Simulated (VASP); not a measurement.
Write the native input for VASP 6.6.1 that does the following.

```yaml
Task: single point
Functional: PBE
Potentials_or_basis: VASP PAW PBE potentials, release 64 (Pb_d, S)
Cutoff: 500 eV
k_mesh: 4 × 4 × 2
Occupations: fermi-dirac, width 0.1 eV
Spin: no spin polarisation
Dipole_correction: no
Further_INCAR_settings: ALGO = Normal; EDIFF = 1e-06; NBANDS = 28
```

The structure of PbS lies in POSCAR:

```
PbS
1.0
    2.9838607981     -2.9828938700      0.0000000000
    2.9838607981      2.9828938700      0.0000000000
   -1.0986781904      0.0000000000     11.1678408944
Pb S
2 2
Direct
    0.2263653800      0.2263653800      0.3722110100
    0.7736346200      0.7736346200      0.6277889900
    0.7295120500      0.7295120500      0.3897323800
    0.2704879500      0.2704879500      0.6102676200
```

One way to write it, as run:

INCAR

```
PREC = Accurate
ENCUT = 500
EDIFF = 1E-6
ISMEAR = -1
SIGMA = 0.1
LREAL = F
LASPH = T
NELM = 120
ALGO = Normal
ISIF = 2
LWAVE = F
LCHARG = T
GGA = PE
LELF = T
LVHAR = T
NBANDS = 28
GGA_COMPAT = F
```

KPOINTS

```
regular mesh
0
Gamma
  4 4 2
```

Potentials or basis: VASP PAW PBE potentials, release 64 (Pb_d, S).

Run with:

```sh
$ cat potpaw_PBE.64/Pb_d/POTCAR potpaw_PBE.64/S/POTCAR > POTCAR
$ mpirun -np 1 vasp_std > vasp.out
```

It gave:

```json
{"Largest force": "0.133 eV/Å", "Band gap on the k mesh": "2.05 eV (least direct gap 2.06 eV)"}
```

Caveat: spin-orbit coupling is left out, which moves the levels of the heavy elements.

Run time: 46 s on 1 thread of AMD EPYC 9R45 96-Core Processor (Zen 5) (shared host), peak memory 0.27 GiB.
